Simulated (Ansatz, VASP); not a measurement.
# In2O3 in VASP and in Ansatz

```
In O
1.0
     2.75624    1.59131    4.84565
    -2.75624    1.59131    4.84565
     0.00000   -3.18263    4.84565
In O
4 6
Direct
  0.35745 0.35745 0.35745
  0.14255 0.14255 0.14255
  0.64255 0.64255 0.64255
  0.85745 0.85745 0.85745
  0.54589 0.95411 0.25000
  0.25000 0.54589 0.95411
  0.95411 0.25000 0.54589
  0.45411 0.04589 0.75000
  0.75000 0.45411 0.04589
  0.04589 0.75000 0.45411
```

Alike in both runs: functional PBEsol; k mesh 6 × 6 × 6; occupations gaussian, width 0.02 eV; no spin polarisation.

Ansatz relaxed the structure, and its values are those at the end. VASP's run is a single point on that final structure, the one shown.

|  | VASP | Ansatz |
| --- | --- | --- |
| version | VASP 6.6.1 | Ansatz 0.2.0 |
| potentials or method | VASP PAW PBE potentials, release 64 (In_d, O), cutoff 520 eV | scalar-relativistic, plane waves, PAW |
| valence electrons in the cell | 88 | 88 |

|  | VASP | Ansatz | Ansatz less VASP |
| --- | --- | --- | --- |
| gap on the k mesh at the Fermi level (eV) | 1.11 | 1.12 | +0.007 |
| least direct gap on the mesh (eV) | 1.16 | 1.17 | +0.007 |
| pressure (GPa) | 0.5 | 0.0 | -0.50 |
| rms of the force components (eV/Å) | 0.003 | 0.000 | -0.0030 |

VASP's potentials were made for PBE, not for PBEsol.
